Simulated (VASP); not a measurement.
# RbBr (Fm-3m) in VASP: dielectric tensor with r2SCAN

Aim: the dielectric tensor of RbBr with r2SCAN.

Everything below comes from runs of VASP 6.6.1. Logs are shortened: lines on timing, memory, paths and dates and some standing lists are left out, and cuts for length are marked.

### 1 The cell of the first run

The structure is cubic, space group Fm-3m (No. 225). Conventional cell: a = 6.922 Å, b = 6.922 Å, c = 6.922 Å, α = 90.00°, β = 90.00°, γ = 90.00°. Rb (site symmetry m-3m) has 6 Br at 3.46 Å within 4.5 Å. Br (site symmetry m-3m) has 6 Rb at 3.46 Å within 4.5 Å.

### 2 Dielectric tensor, r2SCAN

Input file INCAR:

```
SYSTEM = RbBr
  ALGO = Normal
  EDIFF = 1E-8
  ENCUT = 520
  ISIF = 2
  ISMEAR = 0
  LASPH = .TRUE.
  LCALCEPS = .TRUE.
  LCHARG = .FALSE.
  LMIXTAU = .TRUE.
  LREAL = .FALSE.
  LWAVE = .FALSE.
  METAGGA = R2SCAN
  NELM = 100
  PREC = Accurate
  SIGMA = 0.01
```

Input file KPOINTS:

```
k-points
0
G
  6 6 6
  0 0 0
```

Input file POSCAR:

```
RbBr
1.0
    0.0000000000      3.4608258933      3.4608258933
    3.4608258933      0.0000000000      3.4608258933
    3.4608258933      3.4608258933      0.0000000000
Rb Br
1 1
Direct
    0.0000000000      0.0000000000      0.0000000000
    0.5000000000      0.5000000000      0.5000000000
```

Potentials or basis: VASP PAW PBE potentials, release 64 (Rb_sv, Br).

Launch:

```console
> cat potpaw_PBE.64/Rb_sv/POTCAR potpaw_PBE.64/Br/POTCAR > POTCAR
> mpirun -np 1 vasp_std > vasp.out
```

OUTCAR:

```text
SYSTEM = RbBr
   EDIFF = 1E-8
   ENCUT = 520
   ISIF = 2
   ISMEAR = 0
   LASPH = .TRUE.
   LREAL = .FALSE.
   METAGGA = R2SCAN
   NELM = 100
   PREC = Accurate

 ion  position               nearest neighbor table
   1  0.000  0.000  0.000-   2 3.46   2 3.46   2 3.46   2 3.46   2 3.46   2 3.46
   2  0.500  0.500  0.500-   1 3.46   1 3.46   1 3.46   1 3.46   1 3.46   1 3.46

  LATTYP: Found a face centered cubic cell.
 ALAT       =     6.9216517866

  Lattice vectors:

 A1 = (   0.0000000000,   3.4608258933,   3.4608258933)
 A2 = (   3.4608258933,   0.0000000000,   3.4608258933)
 A3 = (   3.4608258933,   3.4608258933,   0.0000000000)

Analysis of symmetry for initial positions (statically):
=====================================================================
 Subroutine PRICEL returns:
 Original cell was already a primitive cell.

 Routine SETGRP: Setting up the symmetry group for a
 face centered cubic supercell.

 Subroutine GETGRP returns: Found 48 space group operations
 (whereof 48 operations were pure point group operations)
 out of a pool of 48 trial point group operations.

The static configuration has the point symmetry O_h .

Analysis of symmetry for dynamics (positions and initial velocities):
=====================================================================
 Subroutine PRICEL returns:
 Original cell was already a primitive cell.

 Routine SETGRP: Setting up the symmetry group for a
 face centered cubic supercell.

 Subroutine GETGRP returns: Found 48 space group operations
 (whereof 48 operations were pure point group operations)
 out of a pool of 48 trial point group operations.

The dynamic configuration has the point symmetry O_h .

 Subroutine INISYM returns: Found 48 space group operations
 (whereof 48 operations are pure point group operations),
 and found     1 'primitive' translations

----------------------------------------------------------------------------------------

                                     Primitive cell

  volume of cell :      82.9028

  direct lattice vectors                    reciprocal lattice vectors
     0.000000000  3.460825893  3.460825893    -0.144474185  0.144474185  0.144474185
     3.460825893  0.000000000  3.460825893     0.144474185 -0.144474185  0.144474185
     3.460825893  3.460825893  0.000000000     0.144474185  0.144474185 -0.144474185

  length of vectors
     4.894346915  4.894346915  4.894346915     0.250236629  0.250236629  0.250236629

  position of ions in fractional coordinates (direct lattice)
     0.000000000  0.000000000  0.000000000
     0.500000000  0.500000000  0.500000000

  ion indices of the primitive-cell ions
   primitive index   ion index
                 1           1
                 2           2

----------------------------------------------------------------------------------------

 KPOINTS: k-points

Automatic generation of k-mesh.
 Grid dimensions read from file:
 generate k-points for:    6    6    6

 Generating k-lattice:

  Cartesian coordinates                     Fractional coordinates (reciprocal lattice)
    -0.024079031  0.024079031  0.024079031     0.166666667  0.000000000  0.000000000
     0.024079031 -0.024079031  0.024079031     0.000000000  0.166666667  0.000000000
     0.024079031  0.024079031 -0.024079031     0.000000000  0.000000000  0.166666667

  Length of vectors
     0.041706105  0.041706105  0.041706105

  Shift w.r.t. Gamma in fractional coordinates (k-lattice)
     0.000000000  0.000000000  0.000000000

 Subroutine IBZKPT returns following result:
 ===========================================

 Found     16 irreducible k-points:

 Following reciprocal coordinates:
[... 25 lines left out ...]
 SYSTEM =  RbBr
   PREC   = accura    normal or accurate (medium, high low for compatibility)
   ISTART =      0    job   : 0-new  1-cont  2-samecut
   ICHARG =      2    charge: 1-file 2-atom 10-const
   ISPIN  =      1    spin polarized calculation?
   LNONCOLLINEAR =      F non collinear calculations
   LSORBIT =      F    spin-orbit coupling
   LASPH  =      T    aspherical Exc in radial PAW
   ENCUT  =  520.0 eV  38.22 Ry    6.18 a.u.   9.10  9.10  9.10*2*pi/ulx,y,z
   NELM   =    100;   NELMIN=  2; NELMDL= -5     # of ELM steps
   EDIFF  = 0.1E-07   stopping-criterion for ELM
   LREAL  =      F    real-space projection
   EDIFFG = 0.1E-06   stopping-criterion for IOM
   NSW    =      0    number of steps for IOM
   IBRION =     -1    ionic relax: 0-MD 1-quasi-New 2-CG
   NFREE  =      0    steps in history (QN), initial steepest desc. (CG)
   ISIF   =      2    stress and relaxation
   ISYM   =      2    0-nonsym 1-usesym 2-fastsym
   POTIM  = 0.5000    time-step for ionic-motion
   TEBEG  =    0.0;   TEEND  =   0.0 temperature during run
   PSTRESS=    0.0 pullay stress
   NELECT =      16.0000    total number of electrons
   NUPDOWN=      -1.0000    fix difference up-down
   EMIN   =  10.00;   EMAX   =-10.00  energy-range for DOS
   EFERMI =   0.00;   METHOD = LEGACY
   ISMEAR =     0;   SIGMA  =   0.01  broadening in eV -4-tet -1-fermi 0-gaus
   EFERMI_NEDOS =   21; number of points for ismear=-14 and -15
   IALGO  =     38    algorithm
   IMIX   =      4    mixing-type and parameters
     AMIX     =   0.40;   BMIX     =  1.00
     AMIX_MAG =   1.60;   BMIX_MAG =  1.00
  volume/ion in A,a.u.               =      41.45       279.73
  Fermi-wavevector in a.u.,A,eV,Ry     =   0.946074  1.787820 12.177975  0.895056
  Thomas-Fermi vector in A             =   2.074037
   LORBIT       =      0    0 simple, 1 ext, 2 COOP (PROOUT), +10 PAW based schemes
   METAGGA = R2SCAN    functional components
   LHFCALC =     F    Hartree Fock is set to
   AEXX    =    0.0000 exact exchange contribution
   IVDW    =     0    specifies the selected vdW correction
   LEPSILON=     F    determine dielectric tensor
   LRPA    =     F    only Hartree local field effects (RPA)
   LRPA       =     F
 non-spin polarized calculation
 Gauss-broadening in eV      SIGMA  =   0.01
  energy-cutoff  :      520.00
  volume of cell :       82.90
 maximum number of plane-waves:      2252
   NGX = 19   NGY = 19   NGZ = 19

 Total electronic dipole moment: p[elc]=(    -0.00000     0.00000     0.00000 ) |e| Angst

 number of electron      15.9999997 magnetization

 Free energy of the ion-electron system (eV)
  ---------------------------------------------------
  ext. energy  EPLUGINS =         0.00000000
  ---------------------------------------------------
  free energy    TOTEN  =       -31.15569750 eV

  energy without entropy =      -31.15569750  energy(sigma->0) =      -31.15569750

 E-fermi :  -2.1848     XC(G=0):  -7.5052

 val. band max:       -2.2667242934   @ k =   0.0000   0.0000   0.0000
 cond. band min:   10000.0000000000   @ k =   0.0000   0.0000   0.0000
 fundamental gap:  10002.2667242934
 Fermi energy:        -2.1847646008

 k-point     1 :       0.0000    0.0000    0.0000
  band No.  band energies     occupation
      1     -27.4851      2.00000
      2     -14.8508      2.00000
      3     -11.0120      2.00000
      4     -11.0120      2.00000
      5     -11.0120      2.00000
      6      -2.2667      2.00000
      7      -2.2667      2.00000
      8      -2.2667      2.00000
      9   10000.0000      0.00000
     10   10000.0000      0.00000
     11   10000.0000      0.00000
     12   10000.0000      0.00000
[... 331 lines left out ...]
 k-point    24 :       0.0000    0.3333    0.1667
  band No.  band energies     occupation
      1     -27.4790      2.00000
      2     -14.8594      2.00000
      3     -11.0372      2.00000
      4     -11.0346      2.00000
      5     -11.0017      2.00000
      6      -2.8857      2.00000
      7      -2.4675      2.00000
      8      -2.4215      2.00000
      9   10000.0000      0.00000
     10   10000.0000      0.00000
     11   10000.0000      0.00000
     12   10000.0000      0.00000

 [... further k-points ...]

------------------------ aborting loop because EDIFF is reached ----------------------------------------

            Ionic dipole moment: p[ion]=(   -24.22578   -24.22578   -24.22578 ) |e| Angst

 Total electronic dipole moment: p[elc]=(    -0.00000    -0.00000     0.00642 ) |e| Angst

 MACROSCOPIC STATIC DIELECTRIC TENSOR (including local field effects)
 ------------------------------------------------------
           2.401141    -0.000000     0.000000
          -0.000000     2.401141    -0.000000
           0.000000    -0.000000     2.401141
 ------------------------------------------------------

 PIEZOELECTRIC TENSOR (including local field effects) (e Angst)
          XX          YY          ZZ          XY          YZ          ZX
  --------------------------------------------------------------------------------
  x     0.00000     0.00000     0.00000     0.00000     0.00000     0.00000
  y     0.00000     0.00000     0.00000     0.00000     0.00000     0.00000
  z     0.00000     0.00000     0.00000     0.00000     0.00000     0.00000

 PIEZOELECTRIC TENSOR (including local field effects) (C/m^2)
          XX          YY          ZZ          XY          YZ          ZX
  --------------------------------------------------------------------------------
  x     0.00000     0.00000     0.00000     0.00000     0.00000     0.00000
  y     0.00000     0.00000     0.00000     0.00000     0.00000     0.00000
  z     0.00000     0.00000     0.00000     0.00000     0.00000     0.00000

 BORN EFFECTIVE CHARGES (including local field effects) (in |e|, cummulative output)
 ---------------------------------------------------------------------------------
 ion    1
    1     1.09747    -0.00000    -0.00000
    2     0.00000     1.09747     0.00000
    3     0.00000     0.00000     1.09747
 ion    2
    1    -1.09747     0.00000     0.00000
    2    -0.00000    -1.09747    -0.00000
    3     0.00000    -0.00000    -1.09747

  FORCE on cell =-STRESS in cart. coord.  units (eV):
  Direction    XX          YY          ZZ          XY          YZ          ZX
  --------------------------------------------------------------------------------------
  -------------------------------------------------------------------------------------
  Total        0.0215776      0.0215776      0.0215776      0.0000000      0.0000000      0.0000000
  in kB        0.4170075      0.4170075      0.4170075      0.0000000      0.0000000      0.0000000
  external PRESSURE =       0.4170075 kB  Pullay stress =       0.0000000 kB

 VOLUME and BASIS-vectors are now :
 -----------------------------------------------------------------------------
  energy-cutoff  :      520.00
  volume of cell :       82.90
      direct lattice vectors                 reciprocal lattice vectors
     0.000000000  3.460825893  3.460825893    -0.144474185  0.144474185  0.144474185
     3.460825893  0.000000000  3.460825893     0.144474185 -0.144474185  0.144474185
     3.460825893  3.460825893  0.000000000     0.144474185  0.144474185 -0.144474185

 POSITION                                       TOTAL-FORCE (eV/Angst)
 -----------------------------------------------------------------------------------
      0.00000      0.00000      0.00000         0.000000     -0.000000      0.000000
      3.46083      3.46083      3.46083        -0.000000      0.000000     -0.000000
 -----------------------------------------------------------------------------------
    total drift:                                0.000000      0.000000      0.000000

  FREE ENERGIE OF THE ION-ELECTRON SYSTEM (eV)
  ---------------------------------------------------
  free  energy   TOTEN  =       -31.1556974999 eV

  energy  without entropy=      -31.1556974999  energy(sigma->0) =      -31.15569750
```

Wall time 34 min (1 thread of AMD EPYC 9R45 (Zen 5), shared host); peak memory 0.44 GiB.

What came out:

```yaml
Band_gap_on_the_k_mesh: 4.89 eV
Electronic_dielectric_tensor_diagonal: 2.40
Born_charges_mean_of_the_diagonal: Rb +1.10; Br -1.10 e
```

Electronic dielectric tensor:
```
2.40 0.00 0.00
0.00 2.40 0.00
0.00 0.00 2.40
```

Born effective charge tensors (e):
atom 1, Rb
```
1.10 0.00 0.00
0.00 1.10 0.00
0.00 0.00 1.10
```
atom 2, Br
```
-1.10  0.00  0.00
 0.00 -1.10  0.00
 0.00  0.00 -1.10
```

Dipole moments of the cell (e·Å, modulo the quantum): ionic -24.226, -24.226, -24.226; electronic 0.000, 0.000, 0.006

Caveat: the PAW data sets were made with another functional, which shifts forces and pressure a little.

The gap in the log of VASP goes by the Fermi energy; the results here count the filled bands.